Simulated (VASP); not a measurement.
# Bi (R-3m) in VASP: single point with PBE

Aim: the single point of Bi with PBE.

All numbers are computed with VASP 6.6.1; they aren't measurements. Logs are shortened: lines on timing, memory, paths and dates and some standing lists are left out, and cuts for length are marked.

**1. The cell of the first run**

It takes space group R-3m (No. 166, trigonal). Conventional cell: a = 2.875 Å, b = 2.875 Å, c = 6.955 Å, α = 90.00°, β = 90.00°, γ = 120.00°. Within 3.8 Å of Bi (site symmetry -3m) lie 12 Bi at 2.85 to 2.87 Å.

**2. Single point, PBE (16.59 Å³/atom)**

POSCAR

```
Bi
1.0
    1.4373927235     -0.8298790759      4.6368178552
    0.0000000000      1.6597581517      4.6368178552
   -1.4373927235     -0.8298790759      4.6368178552
Bi
2
Direct
    0.2500000041      0.2500000041      0.2500000041
   -0.2500000041     -0.2500000041     -0.2500000041
```

INCAR.step1

```
SYSTEM = Bi
  PREC = Accurate
  ENCUT = 520
  EDIFF = 1E-6
  ISMEAR = -1
  SIGMA = 0.05
  LREAL = .FALSE.
  LASPH = .TRUE.
  NELM = 100
  ALGO = Normal
  ISIF = 2
  LWAVE = .FALSE.
  LCHARG = .TRUE.
  GGA = PE
  NBANDS = 22
```

KPOINTS.step1

```
regular mesh
0
G
  11 11 11
  0 0 0
```

INCAR.step2

```
SYSTEM = Bi
  PREC = Accurate
  ENCUT = 520
  EDIFF = 1E-6
  ISMEAR = -5
  SIGMA = 0.05
  LREAL = .FALSE.
  LASPH = .TRUE.
  NELM = 100
  ALGO = Normal
  ISIF = 2
  LWAVE = .FALSE.
  LCHARG = .FALSE.
  GGA = PE
  LORBIT = 11
  NBANDS = 22
  NEDOS = 2001
  ICHARG = 11
```

KPOINTS.step2

```
regular mesh
0
G
  17 17 17
  0 0 0
```

Potentials or basis: VASP PAW PBE potentials, release 64 (Bi_d).

Launch:

```console
> cat potpaw_PBE.64/Bi_d/POTCAR > POTCAR
> cp INCAR.step1 INCAR
> cp KPOINTS.step1 KPOINTS
> mpirun -np 1 vasp_std > vasp.out
> cp INCAR.step2 INCAR
> cp KPOINTS.step2 KPOINTS
> mpirun -np 1 vasp_std > vasp.out
```

OUTCAR:

```text
SYSTEM = Bi
   PREC = Accurate
   ENCUT = 520
   EDIFF = 1E-6
   ISMEAR = -5
   LREAL = .FALSE.
   LASPH = .TRUE.
   NELM = 100
   ISIF = 2
   GGA = PE
   LORBIT = 11
   ICHARG = 11

 ion  position               nearest neighbor table
   1  0.250  0.250  0.250-   2 2.85   2 2.85   2 2.85   2 2.85   2 2.85   2 2.85
   2  0.750  0.750  0.750-   1 2.85   1 2.85   1 2.85   1 2.85   1 2.85   1 2.85

  LATTYP: Found a trigonal (rhomboedric) cell.
 ALAT       =     4.9249240547
 COS(alpha) =     0.8296344404

  Lattice vectors:

 A1 = (   1.4373927235,  -0.8298790759,   4.6368178552)
 A2 = (   0.0000000000,   1.6597581517,   4.6368178552)
 A3 = (  -1.4373927235,  -0.8298790759,   4.6368178552)

Analysis of symmetry for initial positions (statically):
=====================================================================
 Subroutine PRICEL returns following result:

  LATTYP: Found a trigonal (rhomboedric) cell.
 ALAT       =     2.8512835016
 COS(alpha) =     0.4917234123

  Lattice vectors:

 A1 = (   1.4373927235,   0.8298790758,   2.3184090417)
 A2 = (  -1.4373927235,   0.8298790759,   2.3184088135)
 A3 = (   0.0000000000,  -1.6597581518,   2.3184090417)

   2 primitive cells build up your supercell.

 Routine SETGRP: Setting up the symmetry group for a
 trigonal (rhombohedral) supercell.

 Subroutine GETGRP returns: Found 12 space group operations
 (whereof 12 operations were pure point group operations)
 out of a pool of 12 trial point group operations.

The static configuration has the point symmetry D_3d.

Analysis of symmetry for dynamics (positions and initial velocities):
=====================================================================
 Subroutine PRICEL returns following result:

  LATTYP: Found a trigonal (rhomboedric) cell.
 ALAT       =     2.8512835016
 COS(alpha) =     0.4917234123

  Lattice vectors:

 A1 = (   1.4373927235,   0.8298790758,   2.3184090417)
 A2 = (  -1.4373927235,   0.8298790759,   2.3184088135)
 A3 = (   0.0000000000,  -1.6597581518,   2.3184090417)

   2 primitive cells build up your supercell.

 Routine SETGRP: Setting up the symmetry group for a
 trigonal (rhombohedral) supercell.

 Subroutine GETGRP returns: Found 12 space group operations
 (whereof 12 operations were pure point group operations)
 out of a pool of 12 trial point group operations.

The dynamic configuration has the point symmetry D_3d.

 Subroutine INISYM returns: Found 12 space group operations
 (whereof 12 operations are pure point group operations),
 and found     2 'primitive' translations

----------------------------------------------------------------------------------------

                                     Primitive cell

  volume of cell :      16.5933

  direct lattice vectors                    reciprocal lattice vectors
     1.437392723  0.829879076  2.318409042     0.347852035  0.200832479  0.143776762
    -1.437392723  0.829879076  2.318408814    -0.347852058  0.200832479  0.143776762
     0.000000000 -1.659758152  2.318409042    -0.000000011 -0.401664938  0.143776762

  length of vectors
     2.851283502  2.851283316  2.851283502     0.426622175  0.426622193  0.426622175

  position of ions in fractional coordinates (direct lattice)
     0.500000000  0.500000000  0.500000000

  ion indices of the primitive-cell ions
   primitive index   ion index
                 1           1

----------------------------------------------------------------------------------------

 KPOINTS: regular mesh

Automatic generation of k-mesh.
 Grid dimensions read from file:
 generate k-points for:   17   17   17

 Generating k-lattice:

  Cartesian coordinates                     Fractional coordinates (reciprocal lattice)
     0.020461885 -0.011813675  0.004228728     0.058823529  0.000000000  0.000000000
     0.000000000  0.023627350  0.004228728    -0.000000000  0.058823529 -0.000000000
    -0.020461885 -0.011813675  0.004228728     0.000000000  0.000000000  0.058823529

  Length of vectors
     0.024002787  0.024002787  0.024002787

  Shift w.r.t. Gamma in fractional coordinates (k-lattice)
     0.000000000  0.000000000  0.000000000

 TETIRR: Found   2465 inequivalent tetrahedra from    29478

 Subroutine IBZKPT returns following result:
 ===========================================

 Found    489 irreducible k-points:

 Following reciprocal coordinates:
            Coordinates               Weight
  0.000000  0.000000  0.000000      1.000000
  0.058824 -0.000000 -0.000000      6.000000
  0.117647  0.000000  0.000000      6.000000
  0.176471 -0.000000 -0.000000      6.000000
  0.235294  0.000000  0.000000      6.000000
  0.294118 -0.000000 -0.000000      6.000000
[... 16 lines left out ...]
 -0.176471  0.058824  0.000000     12.000000
 -0.117647  0.058824  0.000000     12.000000
 [... further k-points ...]
   k-points           NKPTS =    489   k-points in BZ     NKDIM =    489   number of bands    NBANDS=     22
   number of dos      NEDOS =   2001   number of ions     NIONS =      2
   total plane-waves  NPLWV =  64000
   dimension x,y,z NGX =    40 NGY =   40 NGZ =   40
   dimension x,y,z NGXF=    80 NGYF=   80 NGZF=   80
   ions per type =               2
   NGX,Y,Z   is equivalent  to a cutoff of  13.50, 13.50, 13.50 a.u.
   NGXF,Y,Z  is equivalent  to a cutoff of  27.00, 27.00, 27.00 a.u.
 SYSTEM =  Bi
   PREC   = accura    normal or accurate (medium, high low for compatibility)
   ISTART =      0    job   : 0-new  1-cont  2-samecut
   ICHARG =     11    charge: 1-file 2-atom 10-const
   ISPIN  =      1    spin polarized calculation?
   LNONCOLLINEAR =      F non collinear calculations
   LSORBIT =      F    spin-orbit coupling
   LASPH  =      T    aspherical Exc in radial PAW
   ENCUT  =  520.0 eV  38.22 Ry    6.18 a.u.   9.16  9.16  9.16*2*pi/ulx,y,z
   NELM   =    100;   NELMIN=  2; NELMDL=  0     # of ELM steps
   EDIFF  = 0.1E-05   stopping-criterion for ELM
   LREAL  =      F    real-space projection
   EDIFFG = 0.1E-04   stopping-criterion for IOM
   NSW    =      0    number of steps for IOM
   IBRION =     -1    ionic relax: 0-MD 1-quasi-New 2-CG
   NFREE  =      0    steps in history (QN), initial steepest desc. (CG)
   ISIF   =      2    stress and relaxation
   ISYM   =      2    0-nonsym 1-usesym 2-fastsym
   POTIM  = 0.5000    time-step for ionic-motion
   TEBEG  =    0.0;   TEEND  =   0.0 temperature during run
   PSTRESS=    0.0 pullay stress
   NELECT =      30.0000    total number of electrons
   NUPDOWN=      -1.0000    fix difference up-down
   EMIN   =  10.00;   EMAX   =-10.00  energy-range for DOS
   EFERMI =   0.00;   METHOD = LEGACY
   ISMEAR =    -5;   SIGMA  =   0.05  broadening in eV -4-tet -1-fermi 0-gaus
   EFERMI_NEDOS =   21; number of points for ismear=-14 and -15
   IALGO  =     38    algorithm
   IMIX   =      4    mixing-type and parameters
     AMIX     =   0.40;   BMIX     =  1.00
     AMIX_MAG =   1.60;   BMIX_MAG =  1.00
  volume/ion in A,a.u.               =      16.59       111.98
  Fermi-wavevector in a.u.,A,eV,Ry     =   1.582929  2.991302 34.091626  2.505664
  Thomas-Fermi vector in A             =   2.682777
   LORBIT       =     11    0 simple, 1 ext, 2 COOP (PROOUT), +10 PAW based schemes
   GGA     = PE    functional components
   LHFCALC =     F    Hartree Fock is set to
   AEXX    =    0.0000 exact exchange contribution
   IVDW    =     0    specifies the selected vdW correction
   LEPSILON=     F    determine dielectric tensor
   LRPA    =     F    only Hartree local field effects (RPA)
 non-spin polarized calculation
 Fermi weights with tetrahedron method with Bloechl corrections
  energy-cutoff  :      520.00
  volume of cell :       33.19
 maximum number of plane-waves:       914
 NGX is ok and might be reduce to    40

 number of electron      29.9999997 magnetization

 Free energy of the ion-electron system (eV)
  ---------------------------------------------------
  ext. energy  EPLUGINS =         0.00000000
  ---------------------------------------------------
  free energy    TOTEN  =         0.41480722 eV

  energy without entropy =        0.41480722  energy(sigma->0) =        0.41480722

 E-fermi :  18.7985     XC(G=0): -13.6807

 val. band max:       19.0307242178   @ k =  -0.3529   0.3529   0.3529
 cond. band min:      18.5717668337   @ k =  -0.2353  -0.4706   0.0588
 fundamental gap:     -0.4589573842
 Fermi energy:        18.7985454457

 k-point     1 :       0.0000    0.0000    0.0000
  band No.  band energies     occupation
      1      -6.1222      2.00000
      2      -5.8504      2.00000
      3      -5.8504      2.00000
      4      -5.8145      2.00000
      5      -5.7937      2.00000
      6      -5.7937      2.00000
[... 14 lines left out ...]
     21      31.7613      0.00000
     22      31.7624      0.00000

 k-point     2 :       0.0588   -0.0000   -0.0000
  band No.  band energies     occupation
      1      -6.0974      2.00000
      2      -5.8582      2.00000
      3      -5.8310      2.00000
      4      -5.8006      2.00000
      5      -5.7985      2.00000
      6      -5.7664      2.00000
[... 14 lines left out ...]
     21      32.0107      0.00000
     22      32.0186      0.00000

 k-point     3 :       0.1176    0.0000    0.0000
  band No.  band energies     occupation
      1      -6.0360      2.00000
      2      -5.8847      2.00000
      3      -5.8108      2.00000
      4      -5.7776      2.00000
      5      -5.7505      2.00000
      6      -5.6879      2.00000
[... 14 lines left out ...]
     21      32.4412      0.00000
     22      32.5751      0.00000
[... 476 lines left out ...]
 k-point    23 :      -0.1765    0.0588    0.0000
  band No.  band energies     occupation
      1      -5.9822      2.00000
      2      -5.9230      2.00000
      3      -5.7703      2.00000
      4      -5.7004      2.00000
      5      -5.6529      2.00000
      6      -5.4613      2.00000
[... 14 lines left out ...]
     21      29.6087      0.00000
     22      32.8769      0.00000

 k-point    24 :      -0.1176    0.0588    0.0000
  band No.  band energies     occupation
      1      -5.9926      2.00000
      2      -5.8871      2.00000
      3      -5.8299      2.00000
      4      -5.7533      2.00000
      5      -5.7225      2.00000
      6      -5.5991      2.00000
[... 14 lines left out ...]
     21      31.3849      0.00000
     22      32.0006      0.00000

 [... further k-points ...]
[... 5 lines left out ...]
  --------------------------------------------------------------------------------------
  -------------------------------------------------------------------------------------
  Total       31.5391100     31.5391100     31.7958484     -0.0000000     -0.0000000      0.0000000
  in kB     1522.6443436   1522.6443436   1535.0391513     -0.0000000     -0.0000000      0.0000000
  external PRESSURE =    1526.7759462 kB  Pullay stress =       0.0000000 kB

 VOLUME and BASIS-vectors are now :
 -----------------------------------------------------------------------------
  energy-cutoff  :      520.00
  volume of cell :       33.19
      direct lattice vectors                 reciprocal lattice vectors
     1.437392723 -0.829879076  4.636817855     0.347852046 -0.200832472  0.071888382
     0.000000000  1.659758152  4.636817855     0.000000000  0.401664945  0.071888382
    -1.437392723 -0.829879076  4.636817855    -0.347852046 -0.200832472  0.071888382

 POSITION                                       TOTAL-FORCE (eV/Angst)
 -----------------------------------------------------------------------------------
      0.00000     -0.00000      3.47761         0.000000      0.000000      0.000000
      0.00000     -0.00000     10.43284         0.000000      0.000000     -0.000000
 -----------------------------------------------------------------------------------
    total drift:                               -0.000000     -0.000000      0.000000

  FREE ENERGIE OF THE ION-ELECTRON SYSTEM (eV)
  ---------------------------------------------------
  free  energy   TOTEN  =         0.4148072151 eV

  energy  without entropy=        0.4148072151  energy(sigma->0) =        0.41480722

 total charge

# of ion       s       p       d       tot
------------------------------------------
    1        1.586   1.777  10.122  13.485
    2        1.586   1.777  10.122  13.485
--------------------------------------------------
tot          3.172   3.553  20.245  26.970
```

Wall time 3.9 min (1 thread of Intel Xeon 6975P-C (Granite Rapids), shared host); peak memory 0.45 GiB.

What came out:

```
Valence electrons inside the program's atomic spheres : Bi 13.48
```

Caveat: spin-orbit coupling is left out, which moves the levels of the heavy elements; tetrahedron occupations give inexact forces and stress in metals.
